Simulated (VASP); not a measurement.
## As: relaxation of cell and atoms with PBE

The system is As.

```xyz
3
Lattice="4.1895 0.0000 0.0000 0.0000 4.1895 0.0000 0.0000 0.0000 4.1895" Properties=species:S:1:pos:R:3 pbc="T T T"
As    2.0947    0.0000    0.0000
As    0.0000    2.0947    0.0000
As    0.0000    0.0000    2.0947
```

* Program: VASP 6.6.1
* Task: relaxation of cell and atoms
* Functional: PBE
* Potentials or basis: VASP PAW PBE potentials, release 64 (As)
* Cutoff: 600 eV
* k mesh: 4 × 4 × 4
* Occupations: gaussian, width 0.1 eV
* Spin: no spin polarisation
* Dipole correction: no
* Further INCAR settings: ALGO = Normal; EDIFF = 1e-06; IBRION = 2; EDIFFG = -0.04; NSW = 90; ISIF = 3

| Property | Result |
| --- | --- |
| Relaxed volume | 22.35 Å³/atom |
| Relaxed cell | a = 4.063 Å, b = 4.063 Å, c = 4.063 Å, α = 90.00°, β = 90.00°, γ = 90.00° |
| Space group after relaxing (to 0.05 Å) | Pm-3m (No. 221) |
| Energy gained by relaxing | 39.7 meV/atom |
| Ionic steps | 3 |
| Pressure after relaxing | 0.0 GPa |

The path:
| step | energy change (eV) | largest force (eV/Å) | pressure (GPa) | volume (Å³) |
| --- | --- | --- | --- | --- |
| 1 | 0.0000 | 0.0000 | -5.43 | 73.53 |
| 2 | -0.1047 | 0.0000 | 2.35 | 65.04 |
| 3 | -0.1191 | 0.0000 | 0.02 | 67.05 |

Final structure:
```yaml
crystal:
  lattice:
    - [4.06254, 0.00000, 0.00000]
    - [0.00000, 4.06254, 0.00000]
    - [0.00000, 0.00000, 4.06254]
  atoms:
    - { symbol: As, position: [0.50000, 0.00000, 0.00000] }
    - { symbol: As, position: [0.00000, 0.50000, 0.00000] }
    - { symbol: As, position: [0.00000, 0.00000, 0.50000] }
```

Levels at points of the mesh, in eV from the Fermi level:
```tsv
k point	band 4	band 5	band 6	band 7	band 8	band 9	band 10	band 11
(0.00, 0.00, 0.00)	-4.63	-4.63	-4.63	1.55	1.55	1.55	1.97	4.37
(0.50, 0.00, 0.00)	-3.41	-3.41	-1.07	-1.07	-0.60	-0.50	-0.49	3.54
(0.50, 0.50, 0.00)	-5.32	-2.72	-1.59	-0.71	-0.71	-0.16	-0.16	4.69
(0.50, 0.50, 0.50)	-7.45	-4.90	-4.90	-4.90	2.29	5.04	5.04	5.67
```

Run time: 26 s on 1 thread of AMD EPYC 7R43 64-Core Processor (Zen 3), with other jobs on the host, peak memory 0.16 GiB.

Caveat: the k points lie up to 0.39 Å⁻¹ apart in the final cell.
